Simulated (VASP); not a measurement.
Input of a VASP 6.6.1 run:

The input INCAR:

```
ALGO = Normal
EDIFF = 1E-6
ENCUT = 560
GGA = PE
GGA_COMPAT = F
ISIF = 2
ISMEAR = 0
LASPH = T
LCHARG = F
LREAL = F
LWAVE = F
NBANDS = 19
NELM = 120
PREC = Accurate
SIGMA = 0.1
```

Contents of KPOINTS:

```
k-points
0
Gamma
  6 6 4
```

The input POSCAR:

```
CsRe
1.0
    3.6893539700      0.0000000000      0.0000000000
   -1.8446769800      3.1950742600      0.0000000000
    0.0000000000      0.0000000000      5.6314427200
Cs Re
1 1
Direct
    0.0000000000      0.0000000000      0.5000000000
    0.0000000000      0.0000000000      0.0000000000
```

Potentials or basis: VASP PAW PBE potentials, release 64 (Cs_sv, Re_sv_GW).

Command:

```console
$ cat potpaw_PBE.64/Cs_sv/POTCAR potpaw_PBE.64/Re_sv_GW/POTCAR > POTCAR
$ mpirun -np 1 vasp_std > vasp.out
```

(1) Estimate the pressure.

(2) Estimate the band gap on the k mesh.

Results:

(1) -7.2 GPa.

(2) zero (bands 12 and 13 overlap by 0.85 eV).

Caveat: the stress differs along the axes, from -13 to 5 GPa; spin-orbit coupling is left out, which moves the levels of the heavy elements.
